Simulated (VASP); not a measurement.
# WSe2 (P6_3/mmc) in VASP: a series of runs

WSe2 is run at these levels: PBEsol; tasks: electric field gradients.

Everything below comes from runs of VASP 6.6.1. Logs are shortened: lines on timing, memory, paths and dates and some standing lists are left out, and cuts for length are marked.

### Step 1. The cell of the first run

Symmetry: P6_3/mmc, No. 194, hexagonal system. Conventional cell: a = 3.312 Å, b = 3.312 Å, c = 13.056 Å, α = 90.00°, β = 90.00°, γ = 120.00°. W (site symmetry -6m2) has 6 Se at 2.55 Å and 6 W at 3.31 Å within 3.4 Å. Se (site symmetry 3m) has 3 W at 2.55 Å and 7 Se at 3.31 to 3.37 Å within 3.4 Å.

### Step 2. Electric field gradients, PBEsol (volume scaled by 1.02)

INCAR

```
PREC = Accurate ; ENCUT = 520
EDIFF = 1E-8 ; ISMEAR = -1
SIGMA = 0.08 ; LREAL = False
LASPH = True ; NELM = 80
ALGO = Normal ; ISIF = 2
LWAVE = False ; LCHARG = False
GGA = PS ; LEFG = True
NBANDS = 35
```

KPOINTS

```
regular mesh
0
Gamma
  11 11 3
```

POSCAR

```
WSe2
1.0
    3.3117871547      0.0000000000      0.0000000000
   -1.6558935773      2.8680918078      0.0000000000
    0.0000000000      0.0000000000     13.0558965430
W Se
2 4
Direct
    0.3333333333      0.6666666667      0.2500000000
    0.6666666667      0.3333333333      0.7500000000
    0.3333333333      0.6666666667      0.6210000000
    0.6666666667      0.3333333333      0.1210000000
    0.3333333333      0.6666666667      0.8790000000
    0.6666666667      0.3333333333      0.3790000000
```

Potentials or basis: VASP PAW PBE potentials, release 64 (W_sv, Se).

Command:

```bash
$ cat potpaw_PBE.64/W_sv/POTCAR potpaw_PBE.64/Se/POTCAR > POTCAR
$ mpirun -np 1 vasp_std > vasp.out
```

OUTCAR:

```text
PREC = Accurate
   ENCUT = 520
   EDIFF = 1E-8
   ISMEAR = -1
   LREAL = False
   LASPH = True
   NELM = 80
   ISIF = 2
   GGA = PS

 ion  position               nearest neighbor table
   1  0.333  0.667  0.250-   4 2.55   6 2.55   4 2.55   6 2.55   4 2.55   6 2.55
   2  0.667  0.333  0.750-   3 2.55   5 2.55   3 2.55   5 2.55   3 2.55   5 2.55
   3  0.333  0.667  0.621-   2 2.55   2 2.55   2 2.55
   4  0.667  0.333  0.121-   1 2.55   1 2.55   1 2.55
   5  0.333  0.667  0.879-   2 2.55   2 2.55   2 2.55
   6  0.667  0.333  0.379-   1 2.55   1 2.55   1 2.55

  LATTYP: Found a hexagonal cell.
 ALAT       =     3.3117871547
 C/A-ratio  =     3.9422510968

  Lattice vectors:

 A1 = (   3.3117871547,   0.0000000000,   0.0000000000)
 A2 = (  -1.6558935773,   2.8680918078,   0.0000000000)
 A3 = (   0.0000000000,   0.0000000000,  13.0558965430)

Analysis of symmetry for initial positions (statically):
=====================================================================
 Subroutine PRICEL returns:
 Original cell was already a primitive cell.

 Routine SETGRP: Setting up the symmetry group for a
 hexagonal supercell.

 Subroutine GETGRP returns: Found 24 space group operations
 (whereof 12 operations were pure point group operations)
 out of a pool of 24 trial point group operations.

The static configuration has the point symmetry D_3d.
 The point group associated with its full space group is D_6h.

Analysis of symmetry for dynamics (positions and initial velocities):
=====================================================================
 Subroutine PRICEL returns:
 Original cell was already a primitive cell.

 Routine SETGRP: Setting up the symmetry group for a
 hexagonal supercell.

 Subroutine GETGRP returns: Found 24 space group operations
 (whereof 12 operations were pure point group operations)
 out of a pool of 24 trial point group operations.

The dynamic configuration has the point symmetry D_3d.
 The point group associated with its full space group is D_6h.

 Subroutine INISYM returns: Found 24 space group operations
 (whereof 12 operations are pure point group operations),
 and found     1 'primitive' translations

----------------------------------------------------------------------------------------

                                     Primitive cell

  volume of cell :     124.0116

  direct lattice vectors                    reciprocal lattice vectors
     3.311787155  0.000000000  0.000000000     0.301951772  0.174331937  0.000000000
    -1.655893577  2.868091808  0.000000000     0.000000000  0.348663874  0.000000000
     0.000000000  0.000000000 13.055896543     0.000000000  0.000000000  0.076593744

  length of vectors
     3.311787155  3.311787155 13.055896543     0.348663874  0.348663874  0.076593744

  position of ions in fractional coordinates (direct lattice)
     0.333333333  0.666666667  0.250000000
     0.666666667  0.333333333  0.750000000
     0.333333333  0.666666667  0.621000000
     0.666666667  0.333333333  0.121000000
     0.333333333  0.666666667  0.879000000
     0.666666667  0.333333333  0.379000000

  ion indices of the primitive-cell ions
   primitive index   ion index
                 1           1
                 2           2
                 3           3
                 4           4
                 5           5
                 6           6

----------------------------------------------------------------------------------------

 KPOINTS: regular mesh

Automatic generation of k-mesh.
 Grid dimensions read from file:
 generate k-points for:   11   11    3

 Generating k-lattice:

  Cartesian coordinates                     Fractional coordinates (reciprocal lattice)
     0.027450161  0.015848358  0.000000000     0.090909091  0.000000000  0.000000000
     0.000000000  0.031696716  0.000000000     0.000000000  0.090909091  0.000000000
     0.000000000  0.000000000  0.025531248     0.000000000  0.000000000  0.333333333

  Length of vectors
     0.031696716  0.031696716  0.025531248

  Shift w.r.t. Gamma in fractional coordinates (k-lattice)
     0.000000000  0.000000000  0.000000000

 Subroutine IBZKPT returns following result:
 ===========================================

 Found     32 irreducible k-points:

 Following reciprocal coordinates:
            Coordinates               Weight
  0.000000  0.000000  0.000000      1.000000
  0.090909 -0.000000  0.000000      6.000000
  0.181818 -0.000000  0.000000      6.000000
  0.272727 -0.000000  0.000000      6.000000
  0.363636 -0.000000  0.000000      6.000000
  0.454545 -0.000000  0.000000      6.000000
[... 16 lines left out ...]
  0.090909  0.090909  0.333333     12.000000
  0.181818  0.090909  0.333333     24.000000
 [... further k-points ...]
   k-points           NKPTS =     32   k-points in BZ     NKDIM =     32   number of bands    NBANDS=     35
   number of dos      NEDOS =    301   number of ions     NIONS =      6
   total plane-waves  NPLWV =  76832
   dimension x,y,z NGX =    28 NGY =   28 NGZ =   98
   dimension x,y,z NGXF=    56 NGYF=   56 NGZF=  196
   ions per type =               2   4
   NGX,Y,Z   is equivalent  to a cutoff of  14.06, 14.06, 12.48 a.u.
   NGXF,Y,Z  is equivalent  to a cutoff of  28.11, 28.11, 24.96 a.u.
 SYSTEM =  unknown system
   PREC   = accura    normal or accurate (medium, high low for compatibility)
   ISTART =      0    job   : 0-new  1-cont  2-samecut
   ICHARG =      2    charge: 1-file 2-atom 10-const
   ISPIN  =      1    spin polarized calculation?
   LNONCOLLINEAR =      F non collinear calculations
   LSORBIT =      F    spin-orbit coupling
   LASPH  =      T    aspherical Exc in radial PAW
   ENCUT  =  520.0 eV  38.22 Ry    6.18 a.u.   6.16  6.16 24.28*2*pi/ulx,y,z
   NELM   =     80;   NELMIN=  2; NELMDL= -5     # of ELM steps
   EDIFF  = 0.1E-07   stopping-criterion for ELM
   LREAL  =      F    real-space projection
   EDIFFG = 0.1E-06   stopping-criterion for IOM
   NSW    =      0    number of steps for IOM
   IBRION =     -1    ionic relax: 0-MD 1-quasi-New 2-CG
   NFREE  =      0    steps in history (QN), initial steepest desc. (CG)
   ISIF   =      2    stress and relaxation
   ISYM   =      2    0-nonsym 1-usesym 2-fastsym
   POTIM  = 0.5000    time-step for ionic-motion
   TEBEG  =    0.0;   TEEND  =   0.0 temperature during run
   PSTRESS=    0.0 pullay stress
   NELECT =      52.0000    total number of electrons
   NUPDOWN=      -1.0000    fix difference up-down
   EMIN   =  10.00;   EMAX   =-10.00  energy-range for DOS
   EFERMI =   0.00;   METHOD = LEGACY
   ISMEAR =    -1;   SIGMA  =   0.08  broadening in eV -4-tet -1-fermi 0-gaus
   EFERMI_NEDOS =   21; number of points for ismear=-14 and -15
   IALGO  =     38    algorithm
   IMIX   =      4    mixing-type and parameters
     AMIX     =   0.40;   BMIX     =  1.00
     AMIX_MAG =   1.60;   BMIX_MAG =  1.00
  volume/ion in A,a.u.               =      20.67       139.48
  Fermi-wavevector in a.u.,A,eV,Ry     =   1.225336  2.315549 20.428447  1.501449
  Thomas-Fermi vector in A             =   2.360378
   LORBIT       =      0    0 simple, 1 ext, 2 COOP (PROOUT), +10 PAW based schemes
   GGA     = PS    functional components
   LHFCALC =     F    Hartree Fock is set to
   AEXX    =    0.0000 exact exchange contribution
   IVDW    =     0    specifies the selected vdW correction
   LEPSILON=     F    determine dielectric tensor
   LRPA    =     F    only Hartree local field effects (RPA)
 non-spin polarized calculation
  energy-cutoff  :      520.00
  volume of cell :      124.01
 maximum number of plane-waves:      3362
 NGX is ok and might be reduce to    28
   NGX = 13   NGY = 13   NGZ = 49

 number of electron      51.9999996 magnetization

 Free energy of the ion-electron system (eV)
  ---------------------------------------------------
  ext. energy  EPLUGINS =         0.00000000
  ---------------------------------------------------
  free energy    TOTEN  =       -46.51004477 eV

  energy without entropy =      -46.50992514  energy(sigma->0) =      -46.50998495

 E-fermi :   6.3180     XC(G=0): -10.8157

 val. band max:        5.8962093793   @ k =   0.0000   0.0000   0.0000
 cond. band min:       6.8219040805   @ k =   0.1818   0.1818   0.0000
 fundamental gap:      0.9256947012
 Fermi energy:         6.3179571119

 k-point     1 :       0.0000    0.0000    0.0000
  band No.  band energies     occupation
      1     -68.4138      2.00000
      2     -68.4138      2.00000
      3     -32.6404      2.00000
      4     -32.6404      2.00000
      5     -32.5245      2.00000
      6     -32.5245      2.00000
[... 27 lines left out ...]
     34       8.7783      0.00000
     35      10.1828      0.00000

 k-point     2 :       0.0909   -0.0000    0.0000
  band No.  band energies     occupation
      1     -68.4131      2.00000
      2     -68.4131      2.00000
      3     -32.6372      2.00000
      4     -32.6371      2.00000
      5     -32.5419      2.00000
      6     -32.5419      2.00000
[... 27 lines left out ...]
     34       8.7730      0.00000
     35      10.9032      0.00000

 k-point     3 :       0.1818   -0.0000    0.0000
  band No.  band energies     occupation
      1     -68.4111      2.00000
      2     -68.4111      2.00000
      3     -32.6284      2.00000
      4     -32.6284      2.00000
      5     -32.5882      2.00000
      6     -32.5882      2.00000
[... 27 lines left out ...]
     34       9.2692      0.00000
     35      11.8529      0.00000
[... 723 lines left out ...]
 k-point    23 :       0.0909    0.0909    0.3333
  band No.  band energies     occupation
      1     -68.4117      2.00000
      2     -68.4117      2.00000
      3     -32.6311      2.00000
      4     -32.6311      2.00000
      5     -32.5727      2.00000
      6     -32.5727      2.00000
[... 27 lines left out ...]
     34       9.1478      0.00000
     35      11.8956      0.00000

 k-point    24 :       0.1818    0.0909    0.3333
  band No.  band energies     occupation
      1     -68.4095      2.00000
      2     -68.4094      2.00000
      3     -32.6232      2.00000
      4     -32.6232      2.00000
      5     -32.6210      2.00000
      6     -32.6210      2.00000
[... 27 lines left out ...]
     34       9.6663      0.00000
     35      12.4534      0.00000

 [... further k-points ...]
[... 5 lines left out ...]
  --------------------------------------------------------------------------------------
  -------------------------------------------------------------------------------------
  Total       -2.8911721     -2.8911721     -2.3376777     -0.0000000     -0.0000000      0.0000000
  in kB      -37.3527310    -37.3527310    -30.2018155     -0.0000000     -0.0000000      0.0000000
  external PRESSURE =     -34.9690925 kB  Pullay stress =       0.0000000 kB

 VOLUME and BASIS-vectors are now :
 -----------------------------------------------------------------------------
  energy-cutoff  :      520.00
  volume of cell :      124.01
      direct lattice vectors                 reciprocal lattice vectors
     3.311787155  0.000000000  0.000000000     0.301951772  0.174331937  0.000000000
    -1.655893577  2.868091808  0.000000000     0.000000000  0.348663874  0.000000000
     0.000000000  0.000000000 13.055896543     0.000000000  0.000000000  0.076593744

 POSITION                                       TOTAL-FORCE (eV/Angst)
 -----------------------------------------------------------------------------------
     -0.00000      1.91206      3.26397        -0.000000     -0.000000      0.000000
      1.65589      0.95603      9.79192         0.000000      0.000000      0.000000
     -0.00000      1.91206      8.10771         0.000000     -0.000000      0.389670
      1.65589      0.95603      1.57976         0.000000      0.000000      0.389670
     -0.00000      1.91206     11.47613         0.000000     -0.000000     -0.389670
      1.65589      0.95603      4.94818         0.000000      0.000000     -0.389670
 -----------------------------------------------------------------------------------
    total drift:                               -0.000000      0.000000     -0.000000

  FREE ENERGIE OF THE ION-ELECTRON SYSTEM (eV)
  ---------------------------------------------------
  free  energy   TOTEN  =       -46.5100447651 eV

  energy  without entropy=      -46.5099251403  energy(sigma->0) =      -46.50998495

 Electric field gradients (V/A^2)
---------------------------------------------------------------------
 ion       V_xx      V_yy      V_zz      V_xy      V_xz      V_yz
---------------------------------------------------------------------
   1      74.252    74.252  -148.504     0.001     0.000    -0.000
   2      74.252    74.252  -148.504     0.001    -0.000     0.000
   3      35.805    35.805   -71.610    -0.000     0.000    -0.000
   4      35.805    35.805   -71.610    -0.000    -0.000     0.000
   5      35.805    35.805   -71.610    -0.000    -0.000     0.000
   6      35.805    35.805   -71.610    -0.000     0.000    -0.000
---------------------------------------------------------------------

 Electric field gradients after diagonalization (V/A^2)
 (convention: |V_zz| > |V_xx| > |V_yy|)
----------------------------------------------------------------------
 ion       V_xx      V_yy      V_zz     asymmetry (V_yy - V_xx)/ V_zz
----------------------------------------------------------------------
   1      74.253    74.251  -148.504       0.000
   2      74.253    74.251  -148.504       0.000
   3      35.805    35.805   -71.610       0.000
   4      35.805    35.805   -71.610       0.000
   5      35.805    35.805   -71.610       0.000
   6      35.805    35.805   -71.610       0.000
----------------------------------------------------------------------

           NMR quadrupolar parameters

 Cq : quadrupolar parameter    Cq=e*Q*V_zz/h
 eta: asymmetry parameters     (V_yy - V_xx)/ V_zz
 Q  : nuclear electric quadrupole moment in mb (millibarn)
----------------------------------------------------------------------
 ion       Cq(MHz)       eta       Q (mb)
----------------------------------------------------------------------
   1      -0.359       0.000       1.000
   2      -0.359       0.000       1.000
   3      -0.173       0.000       1.000
   4      -0.173       0.000       1.000
   5      -0.173       0.000       1.000
   6      -0.173       0.000       1.000
----------------------------------------------------------------------
```

Wall time 3.3 min (1 thread of Intel Xeon 6975P-C, shared host); peak memory 0.32 GiB.

Results:

| Quantity | Value |
| --- | --- |
| Free energy | -46.5100 eV |
| Pressure | -3.5 GPa |
| Largest force | 0.390 eV/Å |
| Band gap on the k mesh | 0.93 eV, indirect (least direct gap 1.69 eV) |

Forces on the atoms (eV/Å):
```
W    0.000  0.000  0.000
W    0.000  0.000  0.000
Se   0.000  0.000  0.390
Se   0.000  0.000  0.390
Se   0.000  0.000 -0.390
Se   0.000  0.000 -0.390
```

Electric field gradients, principal values (V/Å²):
| atom | least | middle | greatest (by size) |
| --- | --- | --- | --- |
| 1 W | 74.251 | 74.253 | -148.504 |
| 2 W | 74.251 | 74.253 | -148.504 |
| 3 Se | 35.805 | 35.805 | -71.610 |
| 4 Se | 35.805 | 35.805 | -71.610 |
| 5 Se | 35.805 | 35.805 | -71.610 |
| 6 Se | 35.805 | 35.805 | -71.610 |

Caveat: without QUAD_EFG the Cq values of the log hold for a quadrupole moment of 1 mb, not for the nuclei; the PAW data sets were made with another functional, which shifts forces and pressure a little; spin-orbit coupling is left out, which moves the levels of the heavy elements; this functional lacks dispersion, which binds the layers, so the pressure and a relaxed spacing across them are unreliable.

[end of part 1 of 2]
